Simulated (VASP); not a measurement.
Input of a VASP 6.6.1 run:

Contents of INCAR:

```
ALGO = Normal ; EDIFF = 1E-6
ENCUT = 520 ; GGA = PE
ISIF = 2 ; ISMEAR = -1
LASPH = True ; LCHARG = True
LELF = True ; LREAL = False
LVHAR = True ; LWAVE = False
NBANDS = 59 ; NELM = 60
PREC = Accurate ; SIGMA = 0.02
```

KPOINTS

```
k-points
0
Gamma
  6 6 4
```

File POSCAR:

```
HfTi3O8
1.0
    3.3033061213     -3.2798872153      0.0000000000
    3.3033061213      3.2798872153      0.0000000000
    0.0000000000      0.0000000000      6.0534612629
Ti O Hf
3 8 1
Direct
    0.5000000000      0.5000000000      0.0000000000
    0.0000000000      0.0000000000      0.7553700239
    0.0000000000      0.0000000000      0.2446299761
    0.1946327053      0.1946327053      0.0000000000
    0.8053672947      0.8053672947      0.0000000000
    0.6998449041      0.3001550959      0.7634434712
    0.3001550959      0.6998449041      0.7634434712
    0.1867176041      0.1867176041      0.5000000000
    0.8132823959      0.8132823959      0.5000000000
    0.6998449041      0.3001550959      0.2365565288
    0.3001550959      0.6998449041      0.2365565288
    0.5000000000      0.5000000000      0.5000000000
```

Potentials or basis: VASP PAW PBE potentials, release 64 (Ti_sv, O, Hf_pv).

Run with:

```sh
$ cat potpaw_PBE.64/Ti_sv/POTCAR potpaw_PBE.64/O/POTCAR potpaw_PBE.64/Hf_pv/POTCAR > POTCAR
$ mpirun -np 1 vasp_std > vasp.out
```

Task: Estimate the largest force.

Result: 0.202 eV/Å.

Task: Predict the pressure.

Result: 4.8 GPa.

Task: Predict the band gap on the k mesh.

Result: 1.98 eV (least direct gap 2.10 eV).

Forces in eV/Å, atoms in the order of the input:
```
Ti   0.000  0.000  0.000
Ti   0.000  0.000 -0.014
Ti   0.000  0.000  0.014
O    0.066  0.000  0.000
O   -0.066  0.000  0.000
O    0.000  0.035 -0.099
O    0.000 -0.035 -0.099
O    0.202  0.000  0.000
O   -0.202  0.000  0.000
O    0.000  0.035  0.099
O    0.000 -0.035  0.099
Hf   0.000  0.000  0.000
```

Caveat: the cell stands under pressure; spin-orbit coupling is left out, which moves the levels of the heavy elements. A k mesh can miss the band edges.
